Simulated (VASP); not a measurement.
# Mg32O32F (a cell with a defect) in VASP: single point with PBEsol

Aim: the single point of Mg32O32F (a cell with a defect) with PBEsol.

Program: VASP 6.6.1. These are calculated values, not measurements. Logs are shortened: lines on timing, memory, paths and dates and some standing lists are left out, and cuts for length are marked.

**1. The cell of the first run**

The cell holds a defect, 65 atoms: a = 8.429 Å, b = 8.429 Å, c = 8.429 Å, α = 90.00°, β = 90.00°, γ = 90.00°.

**2. Single point, PBEsol, collinear spin**

INCAR

```
ALGO = Normal ; EDIFF = 1E-6
ENCUT = 520 ; GGA = PS
GGA_COMPAT = False ; ISIF = 2
ISMEAR = -1 ; ISPIN = 2
ISYM = -1 ; LASPH = True
LCHARG = True ; LELF = True
LORBIT = 11 ; LREAL = Auto
LVHAR = True ; LWAVE = False
MAGMOM = 0 0 0 0.111 0 0 0 0 0 0 0 0 0 0.111 0 0 0 0 0 0 0 0 0.111 0 0.111 0 0 0 0 0 0 0 0 0 0 0 0 0 0 0.111 0 0.111 0 0 0 0 0 0 0 0 0.111 0 0 0 0 0 0 0 0 0 0.111 0 0 0 0.111 ; NBANDS = 174
NELM = 200 ; PREC = Accurate
SIGMA = 0.05
```

KPOINTS

```
explicit points
1
Reciprocal
  0.25000000   0.25000000   0.25000000 1
```

POSCAR

```
Mg32O32F
1.0
    8.4288080000      0.0000000000      0.0000000000
    0.0000000000      8.4288080000      0.0000000000
    0.0000000000      0.0000000000      8.4288080000
O Mg F
32 32 1
Direct
    0.2483750000      0.9976550000      0.0009610000
    0.2480380000      0.9962990000      0.5018360000
    0.2493320000      0.4980320000      0.0029780000
    0.2369070000      0.5012610000      0.5129450000
    0.7490820000      0.0003100000      0.0008610000
    0.7489880000      0.9977040000      0.5015280000
    0.7581890000      0.4981890000      0.9916440000
    0.7467150000      0.4980750000      0.5005130000
    0.9979150000      0.2481010000      0.0009610000
    0.9965670000      0.2477720000      0.5018310000
    0.0005730000      0.7488320000      0.0008550000
    0.9979670000      0.7487290000      0.5015290000
    0.4982920000      0.2490590000      0.0029650000
    0.5015100000      0.2366250000      0.5129560000
    0.4984470000      0.7579410000      0.9916390000
    0.4983350000      0.7464670000      0.5005010000
    0.9981520000      0.9978920000      0.2513550000
    0.9985510000      0.9982870000      0.7513590000
    0.9980650000      0.4983360000      0.2512940000
    0.9979950000      0.4983070000      0.7518510000
    0.4986050000      0.9977940000      0.2512880000
    0.4985680000      0.9977340000      0.7518530000
    0.5537810000      0.5535090000      0.1948360000
    0.4985870000      0.4983210000      0.7519030000
    0.2373600000      0.2370890000      0.2479710000
    0.2480110000      0.2477390000      0.7533270000
    0.2495090000      0.7463850000      0.2516160000
    0.2483970000      0.7487000000      0.7519490000
    0.7466450000      0.2492260000      0.2516180000
    0.7489580000      0.2481240000      0.7519520000
    0.7581940000      0.7579390000      0.2517590000
    0.7490610000      0.7488060000      0.7493190000
    0.9984770000      0.9982170000      0.0005190000
    0.9985530000      0.9982900000      0.5021700000
    0.9993100000      0.4987090000      0.9975100000
    0.9970740000      0.4980380000      0.5053380000
    0.4989700000      0.9990530000      0.9975150000
    0.4983010000      0.9968040000      0.5053420000
    0.4985390000      0.4982710000      0.9852060000
    0.5008980000      0.5006470000      0.5195880000
    0.2464740000      0.2462150000      0.0028610000
    0.2497050000      0.2494260000      0.5002710000
    0.2504710000      0.7496930000      0.0000030000
    0.2465290000      0.7466450000      0.5032660000
    0.7499540000      0.2502000000      0.0000080000
    0.7469020000      0.2462650000      0.5032690000
    0.7480370000      0.7477740000      0.0019080000
    0.7500750000      0.7498100000      0.4994370000
    0.2444710000      0.9969950000      0.2515610000
    0.2476480000      0.9982140000      0.7513680000
    0.2312520000      0.5000790000      0.2492950000
    0.2442780000      0.4980290000      0.7527380000
    0.7525450000      0.9990150000      0.2509690000
    0.7494790000      0.9982330000      0.7514390000
    0.7640240000      0.4988440000      0.2509660000
    0.7525920000      0.4987090000      0.7506540000
    0.9972590000      0.2442110000      0.2515610000
    0.9984770000      0.2473810000      0.7513670000
    0.9992740000      0.7522870000      0.2509660000
    0.9984930000      0.7492190000      0.7514390000
    0.5003310000      0.2309750000      0.2492910000
    0.4982930000      0.2440120000      0.7527430000
    0.4991140000      0.7637560000      0.2509630000
    0.4989730000      0.7523320000      0.7506540000
    0.4258900000      0.4256140000      0.3257070000
```

Potentials or basis: VASP PAW PBE potentials, release 64 (O, Mg, F).

On the command line:

```
> cat potpaw_PBE.64/O/POTCAR potpaw_PBE.64/Mg/POTCAR potpaw_PBE.64/F/POTCAR > POTCAR
> mpirun -np 1 vasp_std > vasp.out
```

OUTCAR:

```text
EDIFF = 1E-6
   ENCUT = 520
   GGA = PS
   ISIF = 2
   ISMEAR = -1
   ISPIN = 2
   ISYM = -1
   LASPH = True
   LORBIT = 11
   LREAL = Auto
   NELM = 200
   PREC = Accurate

 ion  position               nearest neighbor table
   1  0.248  0.998  0.001-  43 2.09  41 2.10  50 2.10  33 2.11  37 2.11  49 2.11
   2  0.248  0.996  0.502-  34 2.10  50 2.10  44 2.10  38 2.11  49 2.11  42 2.13
   3  0.249  0.498  0.003-  51 2.08  39 2.11  35 2.11  52 2.11  43 2.12  41 2.12
   4  0.237  0.501  0.513-  52 2.02  36 2.02  44 2.07  42 2.13  51 2.22  40 2.23
   5  0.749  0.000  0.001-  33 2.10  54 2.10  45 2.11  53 2.11  37 2.11  47 2.13
   6  0.749  0.998  0.502-  48 2.09  46 2.10  34 2.10  54 2.11  53 2.11  38 2.11
[... 14 lines left out ...]
  21  0.499  0.998  0.251-  61 1.97  63 1.97  37 2.14  53 2.14  38 2.14  49 2.14
  22  0.499  0.998  0.752-  64 2.07  37 2.07  62 2.08  38 2.08  54 2.11  50 2.11
  23  0.554  0.554  0.195-  65 1.88  39 1.89  55 1.89  63 1.89  51 2.79  61 2.79  40 2.81
  24  0.499  0.498  0.752-  40 1.96  39 1.97  56 2.14  64 2.14  52 2.14  62 2.14
  25  0.237  0.237  0.248-  49 2.02  57 2.02  41 2.07  42 2.13  61 2.22  51 2.22
  26  0.248  0.248  0.753-  50 2.10  58 2.10  41 2.10  62 2.11  52 2.11  42 2.13
  27  0.250  0.746  0.252-  51 2.08  63 2.11  59 2.11  49 2.11  43 2.12  44 2.12
  28  0.248  0.749  0.752-  43 2.09  44 2.10  50 2.10  60 2.11  64 2.11  52 2.11
  29  0.747  0.249  0.252-  61 2.08  55 2.11  53 2.11  57 2.11  45 2.12  46 2.12
  30  0.749  0.248  0.752-  45 2.09  46 2.10  58 2.10  54 2.11  56 2.11  62 2.11
  31  0.758  0.758  0.252-  53 2.03  59 2.03  48 2.09  47 2.11  63 2.18  55 2.18
  32  0.749  0.749  0.749-  54 2.10  60 2.10  48 2.11  64 2.11  56 2.11  47 2.13
  33  0.998  0.998  0.001-  18 2.10  11 2.10   5 2.10   9 2.11   1 2.11  17 2.11  41 2.96  59 2.96
                            53 2.96  57 2.96  49 2.96  54 2.97  60 2.97  58 2.97  50 2.97  45 2.98
  34  0.999  0.998  0.502-  18 2.10  10 2.10   2 2.10  12 2.10   6 2.10  17 2.11  49 2.96  57 2.96
                            48 2.96  59 2.96  53 2.96  58 2.97  50 2.97  60 2.97  54 2.97  44 2.98
  35  0.999  0.499  0.998-   7 2.03  20 2.07   3 2.11  11 2.11   9 2.11  19 2.14  51 2.89  55 2.91
                            52 2.92  56 2.94  60 2.96  58 2.97  45 2.97  41 2.98  47 2.98  43 2.99
  36  0.997  0.498  0.505-   4 2.02  20 2.08  10 2.11   8 2.11  12 2.11  19 2.14  55 2.91  56 2.92
                            51 2.92  52 2.95  58 2.96  60 2.96  44 2.97  48 2.97  42 2.99  46 2.99
[... 41 lines left out ...]
                            51 2.92  49 2.95  34 2.96  33 2.96  41 2.97  45 2.97  42 2.99  46 2.99
  58  0.998  0.247  0.751-  18 2.10  30 2.10  26 2.10  10 2.10   9 2.10  20 2.12  52 2.96  36 2.96
                            45 2.96  56 2.96  35 2.97  54 2.97  34 2.97  33 2.97  50 2.97  41 2.98
  59  0.999  0.752  0.251-  31 2.03  17 2.07  11 2.11  27 2.11  12 2.11  19 2.14  51 2.89  55 2.91
                            49 2.92  53 2.94  33 2.96  34 2.96  48 2.97  44 2.98  47 2.98  43 2.99
  60  0.998  0.749  0.751-  18 2.10  11 2.10  32 2.10  28 2.11  12 2.11  20 2.11  44 2.96  56 2.96
                            35 2.96  52 2.96  36 2.96  54 2.97  33 2.97  50 2.97  34 2.97  48 2.98
  61  0.500  0.231  0.249-  65 1.87  21 1.97  13 2.08  29 2.08  25 2.22  14 2.22  23 2.79  37 2.89
                            53 2.89  49 2.92  38 2.92  45 2.98  41 2.98  46 2.99  42 2.99  39 3.17
  62  0.498  0.244  0.753-  14 2.02  22 2.08  13 2.11  26 2.11  30 2.11  24 2.14  39 2.90  37 2.92
                            40 2.92  38 2.95  50 2.96  54 2.96  46 2.97  45 2.97  42 2.99  41 2.99
  63  0.499  0.764  0.251-  23 1.89  21 1.97  16 2.11  27 2.11  31 2.18  15 2.19  38 2.91  49 2.91
                            53 2.91  37 2.91  47 2.97  48 2.98  43 2.98  44 3.01  55 3.16  39 3.17
  64  0.499  0.752  0.751-  15 2.03  22 2.07  32 2.11  16 2.11  28 2.11  24 2.14  40 2.88  39 2.91
                            38 2.92  37 2.94  54 2.96  50 2.96  43 2.97  44 2.98  47 2.98  48 2.99
  65  0.426  0.426  0.326-  40 1.86  61 1.87  51 1.87  23 1.88  42 2.56

IMPORTANT INFORMATION: All symmetrisations will be switched off!
NOSYMM: (Re-)initialisation of all symmetry stuff for point group C_1.

----------------------------------------------------------------------------------------

                                     Primitive cell

  volume of cell :     598.8230

  direct lattice vectors                    reciprocal lattice vectors
     8.428808000  0.000000000  0.000000000     0.118640738  0.000000000  0.000000000
     0.000000000  8.428808000  0.000000000     0.000000000  0.118640738  0.000000000
     0.000000000  0.000000000  8.428808000     0.000000000  0.000000000  0.118640738

  length of vectors
     8.428808000  8.428808000  8.428808000     0.118640738  0.118640738  0.118640738

  position of ions in fractional coordinates (direct lattice)
     0.248375000  0.997655000  0.000961000
     0.248038000  0.996299000  0.501836000
     0.249332000  0.498032000  0.002978000
     0.236907000  0.501261000  0.512945000
     0.749082000  0.000310000  0.000861000
     0.748988000  0.997704000  0.501528000
[... 57 lines left out ...]
     0.498973000  0.752332000  0.750654000
     0.425890000  0.425614000  0.325707000
[... 119 lines left out ...]
  volume/ion in A,a.u.               =       9.21        62.17
  Fermi-wavevector in a.u.,A,eV,Ry     =   1.244402  2.351578 21.069105  1.548536
  Thomas-Fermi vector in A             =   2.378670
   LORBIT       =     11    0 simple, 1 ext, 2 COOP (PROOUT), +10 PAW based schemes
   GGA     = PS    functional components
   LHFCALC =     F    Hartree Fock is set to
   AEXX    =    0.0000 exact exchange contribution
   IVDW    =     0    specifies the selected vdW correction
   LEPSILON=     F    determine dielectric tensor
   LRPA    =     F    only Hartree local field effects (RPA)
 spin polarized calculation
  energy-cutoff  :      520.00
  volume of cell :      598.82
 maximum number of plane-waves:     16125
 NGX is ok and might be reduce to    64
   NGX = 31   NGY = 31   NGZ = 31

 number of electron     262.9999999 magnetization       0.9998151

 Free energy of the ion-electron system (eV)
  ---------------------------------------------------
  ext. energy  EPLUGINS =         0.00000000
  ---------------------------------------------------
  free energy    TOTEN  =      -400.14504572 eV

  energy without entropy =     -400.14504396  energy(sigma->0) =     -400.14504484

 E-fermi :   4.2920     XC(G=0): -11.3639

 val. band max:        3.6105444144   @ k =   0.2500   0.2500   0.2500
 cond. band min:       4.9733789356   @ k =   0.2500   0.2500   0.2500
 fundamental gap:      1.3628345212
 Fermi energy:         4.2919703747

 spin component 1

 k-point     1 :       0.2500    0.2500    0.2500
  band No.  band energies     occupation
      1     -20.4537      1.00000
      2     -14.0182      1.00000
      3     -13.7832      1.00000
      4     -13.6049      1.00000
      5     -13.5099      1.00000
      6     -13.4082      1.00000
[... 135 lines left out ...]
    142      11.5707      0.00000
    143      11.7247      0.00000
 Fermi energy:         4.2919703747

 spin component 2

 k-point     1 :       0.2500    0.2500    0.2500
  band No.  band energies     occupation
      1     -20.1350      1.00000
      2     -13.9265      1.00000
      3     -13.6001      1.00000
      4     -13.5949      1.00000
      5     -13.4859      1.00000
      6     -13.2809      1.00000
[... 135 lines left out ...]
    142      11.5728      0.00000
    143      11.7290      0.00000
 [bands above 143 left out]

------------------------ aborting loop because EDIFF is reached ----------------------------------------

  FORCE on cell =-STRESS in cart. coord.  units (eV):
  Direction    XX          YY          ZZ          XY          YZ          ZX
  --------------------------------------------------------------------------------------
  -------------------------------------------------------------------------------------
  Total       15.0859473     15.0900814     15.4689066      1.7701564     -2.8314246     -2.8365701
  in kB       40.3631159     40.3741769     41.3877403      4.7361313     -7.5756012     -7.5893682
  external PRESSURE =      40.7083444 kB  Pullay stress =       0.0000000 kB

 VOLUME and BASIS-vectors are now :
 -----------------------------------------------------------------------------
  energy-cutoff  :      520.00
  volume of cell :      598.82
      direct lattice vectors                 reciprocal lattice vectors
     8.428808000  0.000000000  0.000000000     0.118640738  0.000000000  0.000000000
     0.000000000  8.428808000  0.000000000     0.000000000  0.118640738  0.000000000
     0.000000000  0.000000000  8.428808000     0.000000000  0.000000000  0.118640738

 POSITION                                       TOTAL-FORCE (eV/Angst)
 -----------------------------------------------------------------------------------
      2.09351      8.40904      0.00810        -0.001979     -0.000062      0.002908
      2.09066      8.39761      4.22988        -0.001392     -0.000405     -0.000324
      2.10157      4.19782      0.02510        -0.003506     -0.002578     -0.004427
      1.99684      4.22503      4.32351         0.004292     -0.000336     -0.003446
      6.31387      0.00261      0.00726        -0.005466      0.005511      0.005650
      6.31308      8.40946      4.22728        -0.001814     -0.000707      0.002303
[... 57 lines left out ...]
      4.20575      6.34126      6.32712         0.001750      0.001235      0.002849
      3.58975      3.58742      2.74532        -0.005458     -0.005487      0.001338
 -----------------------------------------------------------------------------------
    total drift:                                0.000085      0.009372     -0.011740

  FREE ENERGIE OF THE ION-ELECTRON SYSTEM (eV)
  ---------------------------------------------------
  free  energy   TOTEN  =      -400.1450457200 eV

  energy  without entropy=     -400.1450439556  energy(sigma->0) =     -400.14504484

 total charge

# of ion       s       p       d       tot
------------------------------------------
    1        1.537   3.543   0.000   5.081
    2        1.537   3.538   0.000   5.075
    3        1.537   3.538   0.000   5.075
    4        1.540   3.547   0.000   5.087
    5        1.537   3.539   0.000   5.076
    6        1.538   3.543   0.000   5.081
[... 57 lines left out ...]
   64        0.154   0.188   0.084   0.425
   65        1.756   4.437   0.000   6.193
--------------------------------------------------
tot         55.919 123.741   2.673 182.333

 magnetization (x)

# of ion       s       p       d       tot
------------------------------------------
    1        0.000   0.001   0.000   0.001
    2       -0.000   0.000   0.000   0.000
    3       -0.000   0.001   0.000   0.001
    4        0.000   0.013   0.000   0.013
    5       -0.000  -0.000   0.000  -0.000
    6        0.000   0.001   0.000   0.001
[... 57 lines left out ...]
   64       -0.000   0.000   0.000   0.000
   65        0.005   0.161   0.000   0.166
--------------------------------------------------
tot          0.013   0.864   0.001   0.879
```

Wall time 18 min (1 thread of Intel Xeon 8259CL, shared host); peak memory 0.84 GiB.

Results:

| Property | Result |
| --- | --- |
| Free energy | -400.1450 eV |
| Pressure | 4.1 GPa |
| Largest force | 0.026 eV/Å |
| Band gap on the k mesh | 1.36 eV |
| Net moment | 1.00 μB per cell |
| Site moments | O +0.00, +0.01, -0.00, +0.04, +0.56, +0.03 (each value once); Mg +0.00, -0.00 (each value once); F +0.17 μB |
| Valence electrons inside the program's atomic spheres | O 5.08, 5.09, 5.10, 5.03, 5.07 (each value once); Mg 0.41, 0.42, 0.46, 0.44, 0.39, 0.40 (each value once); F 6.19 |

Forces in eV/Å, atoms in the order of the input:
```
O   -0.002  0.000  0.003
O   -0.001  0.000  0.000
O   -0.004 -0.003 -0.004
O    0.004  0.000 -0.003
O   -0.005  0.006  0.006
O   -0.002 -0.001  0.002
O    0.001  0.002  0.002
O    0.005 -0.003  0.001
O   -0.001  0.001  0.003
O    0.000  0.000  0.001
O    0.005 -0.007  0.005
O    0.000 -0.004  0.001
O   -0.003 -0.003 -0.003
O    0.001  0.006 -0.005
O    0.002 -0.003  0.002
O    0.000  0.004  0.003
O    0.000  0.001  0.001
O   -0.003 -0.001  0.003
O   -0.005 -0.003  0.002
O    0.001 -0.003  0.000
O   -0.004 -0.004  0.003
O   -0.002  0.001  0.001
O   -0.009 -0.007  0.002
O   -0.003 -0.002  0.004
O    0.002  0.003  0.000
O   -0.001  0.000  0.001
O   -0.003  0.004  0.001
O   -0.001 -0.005  0.000
O    0.005 -0.003  0.002
O   -0.004  0.000  0.001
O    0.000 -0.002 -0.002
O   -0.005 -0.007 -0.006
Mg   0.003  0.003  0.001
Mg   0.001  0.001 -0.005
Mg  -0.003  0.001 -0.001
Mg   0.003  0.001  0.003
Mg   0.001 -0.003 -0.002
Mg   0.001  0.003  0.003
Mg   0.005  0.005 -0.004
Mg  -0.008 -0.008 -0.020
Mg  -0.001 -0.002 -0.001
Mg  -0.001  0.000  0.002
Mg   0.003  0.003 -0.002
Mg  -0.001  0.001  0.001
Mg   0.003  0.003 -0.002
Mg   0.001 -0.002  0.001
Mg  -0.001  0.000  0.000
Mg   0.002  0.003 -0.002
Mg  -0.003  0.003 -0.001
Mg   0.005  0.001 -0.001
Mg   0.022 -0.009  0.009
Mg  -0.003  0.001 -0.003
Mg   0.001 -0.002 -0.001
Mg  -0.001  0.003 -0.002
Mg   0.003  0.005 -0.005
Mg   0.001  0.002  0.003
Mg   0.003 -0.004 -0.001
Mg   0.001  0.005 -0.001
Mg  -0.001  0.001 -0.001
Mg   0.003 -0.001 -0.003
Mg  -0.008  0.023  0.010
Mg   0.001 -0.004 -0.003
Mg   0.004  0.004 -0.005
Mg   0.002  0.001  0.003
F   -0.005 -0.005  0.001
```

Caveat: the PAW data sets were made with another functional, which shifts forces and pressure a little.
